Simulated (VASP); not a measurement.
# P in VASP: a series of runs

The runs below take P through single point, with PBE, r2SCAN.

Everything below comes from runs of VASP 6.6.1. Logs are shortened: lines on timing, memory, paths and dates and some standing lists are left out, and cuts for length are marked.

## (1) The cell of the first run

The cell holds a slab with vacuum, 4 atoms: a = 3.288 Å, b = 34.870 Å, c = 4.587 Å, α = 90.00°, β = 90.00°, γ = 90.00°.

## (2) Single point, PBE

Contents of INCAR:

```
SYSTEM = P
PREC = Accurate
ENCUT = 520
EDIFF = 1E-7
ISMEAR = -1
SIGMA = 0.02
LREAL = .FALSE.
LASPH = .TRUE.
NELM = 60
ALGO = Normal
ISIF = 2
LWAVE = .FALSE.
LCHARG = .TRUE.
GGA = PE
LELF = .TRUE.
LVHAR = .TRUE.
NBANDS = 18
```

Contents of KPOINTS:

```
Automatic mesh
0
G
  8 2 6
  0 0 0
```

Contents of POSCAR:

```
P
1.0
    3.2884130382      0.0000000000      0.0000000000
    0.0000000000     34.8700019446      0.0000000000
    0.0000000000      0.0000000000      4.5873402963
P
4
Direct
    0.0000000000      0.9700352331      0.5897387230
    0.0000000000      0.0299647669      0.4102612770
    0.5000000000      0.0299647669      0.0897387230
    0.5000000000      0.9700352331      0.9102612770
```

Potentials or basis: VASP PAW PBE potentials, release 64 (P).

Run with:

```sh
> cat potpaw_PBE.64/P/POTCAR > POTCAR
> mpirun -np 1 vasp_std > vasp.out
```

OUTCAR:

```text
SYSTEM = P
   PREC = Accurate
   ENCUT = 520
   EDIFF = 1E-7
   ISMEAR = -1
   LREAL = .FALSE.
   LASPH = .TRUE.
   NELM = 60
   ISIF = 2
   GGA = PE

 ion  position               nearest neighbor table
   1  0.000  0.970  0.590-   4 2.21   4 2.21   2 2.25
   2  0.000  0.030  0.410-   3 2.21   3 2.21   1 2.25
   3  0.500  0.030  0.090-   2 2.21   2 2.21   4 2.25
   4  0.500  0.970  0.910-   1 2.21   1 2.21   3 2.25

  LATTYP: Found a simple orthorhombic cell.
 ALAT       =     3.2884130382
 B/A-ratio  =     1.3950012492
 C/A-ratio  =    10.6038996743

  Lattice vectors:

 A1 = (  -3.2884130382,   0.0000000000,   0.0000000000)
 A2 = (   0.0000000000,   0.0000000000,   4.5873402963)
 A3 = (   0.0000000000,  34.8700019446,   0.0000000000)

Analysis of symmetry for initial positions (statically):
=====================================================================
 Subroutine PRICEL returns:
 Original cell was already a primitive cell.

 Routine SETGRP: Setting up the symmetry group for a
 simple orthorhombic supercell.

 Subroutine GETGRP returns: Found  8 space group operations
 (whereof  4 operations were pure point group operations)
 out of a pool of  8 trial point group operations.

The static configuration has the point symmetry C_2h.
 The point group associated with its full space group is D_2h.

Analysis of symmetry for dynamics (positions and initial velocities):
=====================================================================
 Subroutine PRICEL returns:
 Original cell was already a primitive cell.

 Routine SETGRP: Setting up the symmetry group for a
 simple orthorhombic supercell.

 Subroutine GETGRP returns: Found  8 space group operations
 (whereof  4 operations were pure point group operations)
 out of a pool of  8 trial point group operations.

The dynamic configuration has the point symmetry C_2h.
 The point group associated with its full space group is D_2h.

 Subroutine INISYM returns: Found  8 space group operations
 (whereof  4 operations are pure point group operations),
 and found     1 'primitive' translations

----------------------------------------------------------------------------------------

                                     Primitive cell

  volume of cell :     526.0164

  direct lattice vectors                    reciprocal lattice vectors
     3.288413038  0.000000000  0.000000000     0.304098052  0.000000000  0.000000000
     0.000000000 34.870001945  0.000000000     0.000000000  0.028677945  0.000000000
     0.000000000  0.000000000  4.587340296     0.000000000  0.000000000  0.217991240

  length of vectors
     3.288413038 34.870001945  4.587340296     0.304098052  0.028677945  0.217991240

  position of ions in fractional coordinates (direct lattice)
     0.000000000  0.970035233  0.589738723
     0.000000000  0.029964767  0.410261277
     0.500000000  0.029964767  0.089738723
     0.500000000  0.970035233  0.910261277

  ion indices of the primitive-cell ions
   primitive index   ion index
                 1           1
                 2           2
                 3           3
                 4           4

----------------------------------------------------------------------------------------

 KPOINTS: Automatic mesh

Automatic generation of k-mesh.
 Grid dimensions read from file:
 generate k-points for:    8    2    6

 Generating k-lattice:

  Cartesian coordinates                     Fractional coordinates (reciprocal lattice)
     0.038012257  0.000000000  0.000000000     0.125000000  0.000000000  0.000000000
     0.000000000  0.014338973  0.000000000     0.000000000  0.500000000  0.000000000
     0.000000000  0.000000000  0.036331873     0.000000000  0.000000000  0.166666667

  Length of vectors
     0.038012257  0.014338973  0.036331873

  Shift w.r.t. Gamma in fractional coordinates (k-lattice)
     0.000000000  0.000000000  0.000000000

 Subroutine IBZKPT returns following result:
 ===========================================

 Found     40 irreducible k-points:

 Following reciprocal coordinates:
            Coordinates               Weight
  0.000000  0.000000  0.000000      1.000000
  0.125000  0.000000  0.000000      2.000000
  0.250000  0.000000  0.000000      2.000000
  0.375000  0.000000  0.000000      2.000000
  0.500000  0.000000  0.000000      1.000000
  0.000000  0.500000  0.000000      1.000000
[... 16 lines left out ...]
  0.250000  0.000000  0.333333      4.000000
  0.375000  0.000000  0.333333      4.000000
 [... further k-points ...]
   k-points           NKPTS =     40   k-points in BZ     NKDIM =     40   number of bands    NBANDS=     18
   number of dos      NEDOS =    301   number of ions     NIONS =      4
   total plane-waves  NPLWV = 233280
   dimension x,y,z NGX =    24 NGY =  270 NGZ =   36
   dimension x,y,z NGXF=    48 NGYF=  540 NGZF=   72
   ions per type =               4
   NGX,Y,Z   is equivalent  to a cutoff of  12.13, 12.87, 13.05 a.u.
   NGXF,Y,Z  is equivalent  to a cutoff of  24.27, 25.74, 26.09 a.u.
 SYSTEM =  P
   PREC   = accura    normal or accurate (medium, high low for compatibility)
   ISTART =      0    job   : 0-new  1-cont  2-samecut
   ICHARG =      2    charge: 1-file 2-atom 10-const
   ISPIN  =      1    spin polarized calculation?
   LNONCOLLINEAR =      F non collinear calculations
   LSORBIT =      F    spin-orbit coupling
   LASPH  =      T    aspherical Exc in radial PAW
   ENCUT  =  520.0 eV  38.22 Ry    6.18 a.u.   6.11 64.84  8.53*2*pi/ulx,y,z
   NELM   =     60;   NELMIN=  2; NELMDL= -5     # of ELM steps
   EDIFF  = 0.1E-06   stopping-criterion for ELM
   LREAL  =      F    real-space projection
   EDIFFG = 0.1E-05   stopping-criterion for IOM
   NSW    =      0    number of steps for IOM
   IBRION =     -1    ionic relax: 0-MD 1-quasi-New 2-CG
   NFREE  =      0    steps in history (QN), initial steepest desc. (CG)
   ISIF   =      2    stress and relaxation
   ISYM   =      2    0-nonsym 1-usesym 2-fastsym
   POTIM  = 0.5000    time-step for ionic-motion
   TEBEG  =    0.0;   TEEND  =   0.0 temperature during run
   PSTRESS=    0.0 pullay stress
   NELECT =      20.0000    total number of electrons
   NUPDOWN=      -1.0000    fix difference up-down
   EMIN   =  10.00;   EMAX   =-10.00  energy-range for DOS
   EFERMI =   0.00;   METHOD = LEGACY
   ISMEAR =    -1;   SIGMA  =   0.02  broadening in eV -4-tet -1-fermi 0-gaus
   EFERMI_NEDOS =   21; number of points for ismear=-14 and -15
   IALGO  =     38    algorithm
   IMIX   =      4    mixing-type and parameters
     AMIX     =   0.40;   BMIX     =  1.00
     AMIX_MAG =   1.60;   BMIX_MAG =  1.00
  volume/ion in A,a.u.               =     131.50       887.43
  Fermi-wavevector in a.u.,A,eV,Ry     =   0.550493  1.040281  4.123143  0.303042
  Thomas-Fermi vector in A             =   1.582085
   LORBIT       =      0    0 simple, 1 ext, 2 COOP (PROOUT), +10 PAW based schemes
   GGA     = PE    functional components
   LHFCALC =     F    Hartree Fock is set to
   AEXX    =    0.0000 exact exchange contribution
   IVDW    =     0    specifies the selected vdW correction
   LEPSILON=     F    determine dielectric tensor
   LRPA    =     F    only Hartree local field effects (RPA)
 non-spin polarized calculation
  energy-cutoff  :      520.00
  volume of cell :      526.02
 maximum number of plane-waves:     14248
   NGX = 13   NGY =129   NGZ = 17

 number of electron      20.0000001 magnetization

 Free energy of the ion-electron system (eV)
  ---------------------------------------------------
  ext. energy  EPLUGINS =         0.00000000
  ---------------------------------------------------
  free energy    TOTEN  =       -21.46200749 eV

  energy without entropy =      -21.46200749  energy(sigma->0) =      -21.46200749

 E-fermi :  -2.9783     XC(G=0):  -1.7610

 val. band max:       -3.4057240979   @ k =   0.0000   0.0000   0.0000
 cond. band min:      -2.5148906635   @ k =   0.0000   0.0000   0.0000
 fundamental gap:      0.8908334344
 Fermi energy:        -2.9783301039

 k-point     1 :       0.0000    0.0000    0.0000
  band No.  band energies     occupation
      1     -18.5134      2.00000
      2     -16.0084      2.00000
      3     -12.6107      2.00000
      4      -9.1649      2.00000
      5      -8.0578      2.00000
      6      -7.9881      2.00000
[... 10 lines left out ...]
     17       1.6446      0.00000
     18       1.7892      0.00000

 k-point     2 :       0.1250    0.0000    0.0000
  band No.  band energies     occupation
      1     -18.3259      2.00000
      2     -15.8128      2.00000
      3     -12.6953      2.00000
      4      -9.0242      2.00000
      5      -8.2618      2.00000
      6      -7.8234      2.00000
[... 10 lines left out ...]
     17       1.7975      0.00000
     18       1.8615      0.00000

 k-point     3 :       0.2500    0.0000    0.0000
  band No.  band energies     occupation
      1     -17.7695      2.00000
      2     -15.2286      2.00000
      3     -13.1904      2.00000
      4      -9.5115      2.00000
      5      -8.8206      2.00000
      6      -8.6472      2.00000
[... 10 lines left out ...]
     17       1.9802      0.00000
     18       2.3642      0.00000

 k-point     4 :       0.3750    0.0000    0.0000
  band No.  band energies     occupation
      1     -16.8657      2.00000
      2     -14.3203      2.00000
      3     -14.2650      2.00000
      4     -11.3054      2.00000
      5      -8.8960      2.00000
      6      -8.2635      2.00000
[... 375 lines left out ...]
      4     -10.8546      2.00000
      5      -7.7924      2.00000
      6      -7.1825      2.00000
[... 10 lines left out ...]
     17       2.0975      0.00000
     18       2.1870      0.00000

 k-point    23 :       0.2500    0.0000    0.3333
  band No.  band energies     occupation
      1     -17.2592      2.00000
      2     -16.0210      2.00000
      3     -12.5395      2.00000
      4     -10.9150      2.00000
      5      -9.1748      2.00000
      6      -8.4746      2.00000
[... 10 lines left out ...]
     17       2.7260      0.00000
     18       2.8850      0.00000

 k-point    24 :       0.3750    0.0000    0.3333
  band No.  band energies     occupation
      1     -16.4000      2.00000
      2     -15.3079      2.00000
      3     -13.2456      2.00000
      4     -11.9487      2.00000
      5      -9.3443      2.00000
      6      -8.5829      2.00000
[... 10 lines left out ...]
     17       3.0869      0.00000
     18       3.5099      0.00000

 [... further k-points ...]

------------------------ aborting loop because EDIFF is reached ----------------------------------------

  FORCE on cell =-STRESS in cart. coord.  units (eV):
  Direction    XX          YY          ZZ          XY          YZ          ZX
  --------------------------------------------------------------------------------------
  -------------------------------------------------------------------------------------
  Total        0.7156887      0.4114626      0.8498498      0.0000000     -0.0000000      0.0000000
  in kB        2.1798944      1.2532613      2.5885314      0.0000000     -0.0000000      0.0000000
  external PRESSURE =       2.0072290 kB  Pullay stress =       0.0000000 kB

 VOLUME and BASIS-vectors are now :
 -----------------------------------------------------------------------------
  energy-cutoff  :      520.00
  volume of cell :      526.02
      direct lattice vectors                 reciprocal lattice vectors
     3.288413038  0.000000000  0.000000000     0.304098052  0.000000000  0.000000000
     0.000000000 34.870001945  0.000000000     0.000000000  0.028677945  0.000000000
     0.000000000  0.000000000  4.587340296     0.000000000  0.000000000  0.217991240

 POSITION                                       TOTAL-FORCE (eV/Angst)
 -----------------------------------------------------------------------------------
      0.00000     33.82513      2.70533         0.000000     -0.101655     -0.172092
      0.00000      1.04487      1.88201         0.000000      0.101655      0.172092
      1.64421      1.04487      0.41166        -0.000000      0.101655     -0.172092
      1.64421     33.82513      4.17568         0.000000     -0.101655      0.172092
 -----------------------------------------------------------------------------------
    total drift:                               -0.000000      0.000000     -0.000000

  FREE ENERGIE OF THE ION-ELECTRON SYSTEM (eV)
  ---------------------------------------------------
  free  energy   TOTEN  =       -21.4620074886 eV

  energy  without entropy=      -21.4620074886  energy(sigma->0) =      -21.46200749
```

Run time: 4.4 min. Hardware: 1 thread of Intel Xeon 6975P-C (Granite Rapids), shared host; peak memory 0.66 GiB.

What came out:

- Free energy: -21.4620 eV
- Largest force: 0.200 eV/Å
- Band gap on the k mesh: 0.89 eV

Forces in eV/Å, atoms in the order of the input:
```
P    0.000 -0.102 -0.172
P    0.000  0.102  0.172
P    0.000  0.102 -0.172
P    0.000 -0.102  0.172
```

Caveat: there is no dipole correction, which matters where the two faces differ.

## (3) Single point, r2SCAN

POSCAR is that of step 2.

Contents of INCAR.step1:

```
SYSTEM = P
ALGO = Normal
EDIFF = 1E-4
ENCUT = 520
GGA = PE
ISMEAR = 0
LASPH = .True.
LCHARG = .False.
LREAL = .False.
LWAVE = .True.
NBANDS = 18
NELM = 60
PREC = Accurate
SIGMA = 0.01
```

Contents of INCAR.step2:

```
SYSTEM = P
ALGO = Normal
EDIFF = 1E-6
ENCUT = 520
ISIF = 2
ISMEAR = 0
ISTART = 1
LASPH = .True.
LCHARG = .False.
LMIXTAU = .True.
LREAL = .False.
LWAVE = .False.
METAGGA = R2SCAN
NBANDS = 18
NELM = 60
PREC = Accurate
SIGMA = 0.01
```

Contents of KPOINTS:

```
k-points
0
Gamma
  8 2 6
  0 0 0
```

Potentials or basis: VASP PAW PBE potentials, release 64 (P).

Run with:

```sh
> cat potpaw_PBE.64/P/POTCAR > POTCAR
> cp INCAR.step1 INCAR
> mpirun -np 1 vasp_std > vasp.out
> cp INCAR.step2 INCAR
> mpirun -np 1 vasp_std > vasp.out
```

It took 18 min on 1 thread of Intel Xeon 6975P-C (Granite Rapids), shared host; peak memory 0.74 GiB.

Results (log left out):

```
Free energy            : -35.7876 eV
Largest force          : 0.115 eV/Å
Band gap on the k mesh : 1.08 eV
```

Forces on the atoms (eV/Å):
```
P    0.000  0.059  0.099
P    0.000 -0.059 -0.099
P    0.000 -0.059  0.099
P    0.000  0.059 -0.099
```

Levels at points of the mesh, in eV from the valence-band top:
| k point | band 7 | band 8 | band 9 | band 10 | band 11 | band 12 | band 13 | band 14 |
| --- | --- | --- | --- | --- | --- | --- | --- | --- |
| (0.00, 0.00, 0.00) | -3.65 | -1.97 | -1.75 | 0.00 | 1.08 | 1.86 | 2.98 | 3.57 |
| (0.50, 0.00, 0.00) | -2.88 | -2.88 | -2.03 | -2.03 | 1.49 | 1.49 | 2.44 | 2.44 |
| (0.00, 0.50, 0.00) | -3.65 | -1.97 | -1.75 | 0.00 | 1.08 | 1.86 | 2.98 | 3.57 |
| (0.50, 0.50, 0.00) | -2.88 | -2.88 | -2.03 | -2.03 | 1.49 | 1.49 | 2.44 | 2.44 |
| (0.00, 0.00, 0.50) | -2.81 | -2.81 | -1.35 | -1.35 | 2.40 | 2.40 | 3.94 | 3.94 |
| (0.50, 0.00, 0.50) | -4.77 | -4.77 | -1.19 | -1.19 | 2.64 | 2.64 | 4.19 | 4.19 |
| (0.00, 0.50, 0.50) | -2.81 | -2.81 | -1.35 | -1.35 | 2.40 | 2.40 | 3.94 | 3.94 |
| (0.50, 0.50, 0.50) | -4.77 | -4.77 | -1.19 | -1.19 | 2.64 | 2.64 | 4.19 | 4.19 |

Caveat: there is no dipole correction, which matters where the two faces differ; the PAW data sets were made with another functional, which shifts forces and pressure a little.
